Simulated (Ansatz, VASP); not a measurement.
# One calculation of GaMo, two programs

```
Ga Mo
1.0
     5.00901    0.00000    0.00000
     0.00000    5.00901    0.00000
     0.00000    0.00000    5.00901
Ga Mo
4 4
Direct
  0.84941 0.65059 0.34941
  0.65059 0.34941 0.84941
  0.34941 0.84941 0.65059
  0.15059 0.15059 0.15059
  0.14256 0.35744 0.64256
  0.35744 0.64256 0.14256
  0.64256 0.14256 0.35744
  0.85744 0.85744 0.85744
```

Change from the starting cell: species swapped into the CoSi type (P2_13, No. 198).

Alike in both runs: functional PBE; k mesh 3 × 3 × 3; occupations gaussian, width 0.2 eV; no spin polarisation.

Ansatz relaxed the structure, and its values are those at the end. VASP's run is a single point on that final structure, the one shown.

|  | VASP | Ansatz |
| --- | --- | --- |
| version | VASP 6.6.1 | Ansatz 0.2.0 |
| potentials or method | VASP PAW PBE potentials, release 64 (Ga_d, Mo_sv), cutoff 520 eV | scalar-relativistic, plane waves, PAW |
| valence electrons in the cell | 108 | 108 |

|  | VASP | Ansatz | Ansatz less VASP |
| --- | --- | --- | --- |
| gap on the k mesh at the Fermi level (eV) | none | none | - |
| pressure (GPa) | 0.1 | -0.4 | -0.44 |
| rms of the force components (eV/Å) | 0.043 | 0.038 | -0.0057 |

A gap of «none» marks a metal or a gap that the smearing closes. The functional is the same, so the differences come from potentials, cutoffs and numerics.

The k mesh is coarse, so the values compare programs but aren't converged.
